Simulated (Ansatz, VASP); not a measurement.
HfWS4: VASP beside Ansatz

INCAR

```
PREC = Accurate
ENCUT = 600
EDIFF = 1E-6
ISMEAR = 0
SIGMA = 0.1
LREAL = False
LASPH = True
NELM = 80
ALGO = Fast
ISIF = 3
LWAVE = False
LCHARG = False
GGA = PE
IBRION = 2
NSW = 100
EDIFFG = -0.01
```

File KPOINTS:

```
regular mesh
0
Gamma
  12 12 6
```

POSCAR

```
HfWS4
1.0
    4.3068006458      0.0000000000      0.0000000000
   -2.1534003229      3.7297987683      0.0000000000
    0.0000000000      0.0000000000      5.9195305532
Hf W S
1 1 4
Direct
    0.0000000000      0.0000000000      0.5000000000
    0.0000000000      0.0000000000      0.0000000000
    0.3333333333      0.6666666667      0.7618188250
    0.3333333333      0.6666666667      0.2381811750
    0.6666666667      0.3333333333      0.7618188250
    0.6666666667      0.3333333333      0.2381811750
```

Input for Ansatz:

```yaml
crystal:
  lattice:
    - [4.3068006458, 0.0, 0.0]
    - [-2.1534003229, 3.7297987683, 0.0]
    - [0.0, 0.0, 5.9195305532]
  atoms:
    - { symbol: Hf, position: [0.0, 0.0, 0.5] }
    - { symbol: W, position: [0.0, 0.0, 0.0] }
    - { symbol: S, position: [0.3333333333, 0.6666666667, 0.761818825] }
    - { symbol: S, position: [0.3333333333, 0.6666666667, 0.238181175] }
    - { symbol: S, position: [0.6666666667, 0.3333333333, 0.761818825] }
    - { symbol: S, position: [0.6666666667, 0.3333333333, 0.238181175] }
basis:
  ecutwfc: 420
kpoints:
  mp_grid: { grid: [12, 12, 6] }
hamiltonian:
  xc: pbe
scf:
  occupations: { method: gaussian, width: 0.1 }
output:
  forces: true
  stress: true
  eigenvalues: true
  write_density: true
  write_potential: true
  elf: true
  volumetric_format: npy
relax:
  adjacent_minimum: "off"
  f_tol: 0.01
  max_steps: 80
  cell: { stress_tol: 0.05 }
```

Change from the starting cell: species swapped into the NbVB4 type (P6/mmm, No. 191).

Alike in both runs: task relaxation of cell and atoms; functional PBE; k mesh 12 × 12 × 6; occupations gaussian, width 0.1 eV; no spin polarisation.

|  | VASP | Ansatz |
| --- | --- | --- |
| version | VASP 6.6.1 | Ansatz 0.2.0 |
| potentials or method | VASP PAW PBE potentials, release 64 (Hf_pv, W_sv, S), cutoff 600 eV | scalar-relativistic, plane waves, PAW |
| valence electrons in the cell | 48 | 64 |

|  | VASP | Ansatz | Ansatz less VASP |
| --- | --- | --- | --- |
| gap on the k mesh at the Fermi level, each at its own relaxed structure (eV) | none | none | - |
| relaxed volume (Å³/atom) | 15.76 | 15.82 | +0.057 |
| relaxed length of the cell vector where the two differ most in proportion (Å) | 5.936 | 5.944 | +0.0081 |

A gap of «none» marks a metal or a gap that the smearing closes. VASP's potentials hold 48 valence electrons a cell and Ansatz's 64, so a difference there can come from the potentials and not from the codes.

Neither program's run includes spin-orbit coupling.
